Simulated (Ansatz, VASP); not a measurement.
**One calculation of Pt, two programs**

```xyz
2
Lattice="2.7607 0.0000 0.0000 -1.3803 2.3908 0.0000 0.0000 0.0000 4.7921" Properties=species:S:1:pos:R:3 pbc="T T T"
Pt    0.0000    1.5939    1.1980
Pt    1.3803    0.7969    3.5941
```

Alike in both runs: task single point; functional B3LYP; k mesh 6 × 6 × 3; occupations fermi-dirac, width 0.05 eV; no spin polarisation.

|  | VASP | Ansatz |
| --- | --- | --- |
| version | VASP 6.6.1 | Ansatz 0.2.0 |
| potentials or method | VASP PAW PBE potentials, release 64 (Pt) | Ansatz PAW |
| plane-wave cutoff (eV) | 520 | 420 |
| valence electrons in the cell | 20 | 36 |

VASP gave:

* gap on the k mesh at the Fermi level (eV): none
* pressure (GPa): 4.4
* traceless stress, the component that is largest in VASP (GPa): 0.82

Estimate Ansatz's values.

gap on the k mesh at the Fermi level (eV): none; pressure (GPa): 3.1; traceless stress, the component that is largest in VASP (GPa): 1.01.

VASP's potentials were made for PBE, not for B3LYP. A gap of «none» marks a metal or a gap that the smearing closes. VASP's potentials hold 20 valence electrons a cell and Ansatz's 36, so a difference there can come from the potentials and not from the codes.

The k mesh is coarse, so the values compare programs but aren't converged. Spin-orbit coupling is off throughout.
